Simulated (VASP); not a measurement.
CdF2: single point with PBEsol

CdF2:

```xyz
3
Lattice="0.6567 3.0591 3.0591 3.0591 0.6567 3.0591 3.0591 3.0591 0.6567" Properties=species:S:1:pos:R:3 pbc="T T T"
Cd    0.0000    0.0000    0.0000
F     1.6937    1.6937    1.6937
F     5.0812    5.0812    5.0812
```

This cell differs from its parent crystal: ratio of the length along [111] to the lengths across it x 1.41, volume and fractional coordinates fixed.

- Program: VASP 6.6.1
- Task: single point
- Functional: PBEsol
- Potentials or basis: VASP PAW PBE potentials, release 64 (Cd_sv_GW, F)
- Cutoff: 700 eV
- k mesh: 8 × 8 × 8
- Occupations: gaussian, width 0.05 eV
- Spin: no spin polarisation

```json
{"Pressure": "9.6 GPa", "Largest force": "0.419 eV/Å", "Band gap on the k mesh": "3.16 eV (least direct gap 3.31 eV)"}
```

Forces on the atoms (eV/Å):
```
Cd   0.000  0.000  0.000
F   -0.242 -0.242 -0.242
F    0.242  0.242  0.242
```

Stress tensor (GPa, compression positive):
```
 9.55 -3.29 -3.29
-3.29  9.55 -3.29
-3.29 -3.29  9.55
```

Levels at points of the mesh, in eV from the valence-band top:
| k point | band 13 | band 14 | band 15 | band 16 | band 17 | band 18 | band 19 | band 20 | band 21 | band 22 |
| --- | --- | --- | --- | --- | --- | --- | --- | --- | --- | --- |
| (0.00, 0.00, 0.00) | -1.65 | -1.65 | -0.91 | -0.15 | -0.15 | 3.16 | 9.62 | 15.11 | 15.11 | 15.95 |
| (0.50, 0.00, 0.00) | -2.83 | -2.39 | -2.13 | -0.82 | -0.31 | 7.93 | 9.38 | 12.70 | 15.76 | 15.80 |
| (0.50, 0.50, 0.00) | -3.14 | -2.89 | -1.28 | -0.37 | -0.01 | 8.35 | 9.22 | 12.06 | 12.60 | 15.91 |
| (0.50, 0.50, 0.50) | -2.27 | -1.99 | -1.99 | 0.00 | 0.00 | 5.69 | 7.68 | 16.15 | 16.15 | 18.22 |

Wall time 2.1 min on 1 thread of Intel(R) Xeon(R) Platinum 8259CL CPU @ 2.50GHz (Skylake/Cascade Lake) (shared host), peak memory 0.31 GiB.

Caveat: the cell stands under pressure; the PAW data sets were made with another functional, which shifts forces and pressure a little. A k mesh can miss the band edges.
